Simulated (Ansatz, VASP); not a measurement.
AlN: VASP beside Ansatz

```
Al N
1.0
     0.00000    2.03452    2.03452
     2.03452    0.00000    2.03452
     2.03452    2.03452    0.00000
Al N
1 1
Direct
  0.45370 0.47562 0.54535
  0.00000 0.00000 0.00000
```

Change from the starting cell: one atom moved.

Alike in both runs: task single point; functional PBE; k mesh 10 × 10 × 10; occupations gaussian, width 0.02 eV; no spin polarisation.

|  | VASP | Ansatz |
| --- | --- | --- |
| version | VASP 6.6.1 | Ansatz 0.2.0 |
| potentials or method | VASP PAW PBE potentials, release 64 (Al, N), cutoff 520 eV | scalar-relativistic, plane waves, PAW |
| valence electrons in the cell | 8 | 8 |

Ansatz gave:

| Property | Result |
| --- | --- |
| gap on the k mesh at the Fermi level (eV) | 4.38 |
| least direct gap on the mesh (eV) | 5.35 |
| pressure (GPa) | 3.8 |
| traceless stress, the component that is largest in VASP (GPa) | 7.61 |
| rms of the force components (eV/Å) | 0.658 |

What did VASP give for the same quantities?

gap on the k mesh at the Fermi level (eV): 4.36; least direct gap on the mesh (eV): 5.36; pressure (GPa): 3.6; traceless stress, the component that is largest in VASP (GPa): 7.67; rms of the force components (eV/Å): 0.658.

Atom by atom the forces differ by 0.001 eV/Å (rms over components). With one functional, cell and mesh, what is left measures potentials, basis and numerics.
